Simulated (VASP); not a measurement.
Set up this calculation in VASP 6.6.1, as the native input.

```
Task                   : single point
Functional             : LDA
Potentials or basis    : VASP PAW LDA potentials, release 64 (Zn, S)
Cutoff                 : 520 eV
k mesh                 : 6 × 6 × 6
Occupations            : gaussian, width 0.01 eV
Spin                   : no spin polarisation
Dipole correction      : no
Further INCAR settings : ALGO = Normal; EDIFF = 1e-06; NBANDS = 36
```

The structure of ZnS lies in POSCAR:

```
ZnS
1.0
    1.9030710000      1.0987390000      9.3519480000
   -1.9030710000      1.0987390000      9.3519480000
    0.0000000000     -2.1974770000      9.3519480000
Zn S
3 3
Direct
    0.9999710000      0.9999710000      0.9999710000
    0.2222690000      0.2222690000      0.2222690000
    0.4446130000      0.4446130000      0.4446130000
    0.0832670000      0.0832670000      0.0832670000
    0.5278420000      0.5278420000      0.5278420000
    0.3053630000      0.3053630000      0.3053630000
```

One way to write it, as run:

INCAR

```
ALGO = Normal ; EDIFF = 1E-6
ENCUT = 520 ; GGA = CA
ISIF = 2 ; ISMEAR = 0
LASPH = T ; LCHARG = F
LREAL = F ; LWAVE = F
NBANDS = 36 ; NELM = 80
PREC = Accurate ; SIGMA = 0.01
```

KPOINTS

```
k-points
0
Gamma
  6 6 6
```

Potentials or basis: VASP PAW LDA potentials, release 64 (Zn, S).

Launch:

```sh
$ cat potpaw_LDA.64/Zn/POTCAR potpaw_LDA.64/S/POTCAR > POTCAR
$ mpirun -np 1 vasp_std > vasp.out
```

Results of the run:

| Item | Value |
| --- | --- |
| Pressure | -3.7 GPa |
| Largest force | 0.014 eV/Å |
| Band gap on the k mesh | 1.97 eV, direct |

Wall time 5.9 min on 1 thread of Intel(R) Xeon(R) 6975P-C (Granite Rapids), with other jobs on the host, peak memory 0.52 GiB.
